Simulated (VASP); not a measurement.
CdAg, 2 atoms in the cell. It takes space group P4/mmm (No. 123, tetragonal). The conventional cell has a = 3.413 Å, b = 3.413 Å, c = 3.330 Å, α = 90.00°, β = 90.00°, γ = 90.00°. Cd (site symmetry 4/mmm) has 8 Ag at 2.93 Å and 6 Cd at 3.33 to 3.41 Å within 3.9 Å. Within 3.9 Å of Ag (site symmetry 4/mmm) lie 8 Cd at 2.93 Å and 6 Ag at 3.33 to 3.41 Å.  This cell differs from its parent crystal: strain +0.025 along x and y, +0.000 along z.

| Item | Value |
| --- | --- |
| Program | VASP 6.6.1 |
| Task | single point |
| Functional | r2SCAN |
| Potentials or basis | VASP PAW PBE potentials, release 64 (Cd, Ag) |
| Cutoff | 520 eV |
| k mesh | 14 × 14 × 14 |
| Occupations | gaussian, width 0.15 eV |
| Spin | no spin polarisation |
| Dipole correction | no |
| Further INCAR settings | ALGO = Normal; EDIFF = 1e-06; NBANDS = 18 |

Potentials or basis: VASP PAW PBE potentials, release 64 (Cd, Ag).

The run is started by

```bash
$ cat potpaw_PBE.64/Cd/POTCAR potpaw_PBE.64/Ag/POTCAR > POTCAR
$ cp INCAR.step1 INCAR
$ mpirun -np 1 vasp_std > vasp.out
$ cp INCAR.step2 INCAR
$ mpirun -np 1 vasp_std > vasp.out
```

Hardware: 1 thread of Intel(R) Xeon(R) 6975P-C (Granite Rapids) (shared host).

Question: How long does it take, and how much memory?

Answer: Wall time 3.6 min on 1 thread of Intel(R) Xeon(R) 6975P-C (Granite Rapids), with other jobs on the host, peak memory 0.33 GiB. Counts: k points 288.
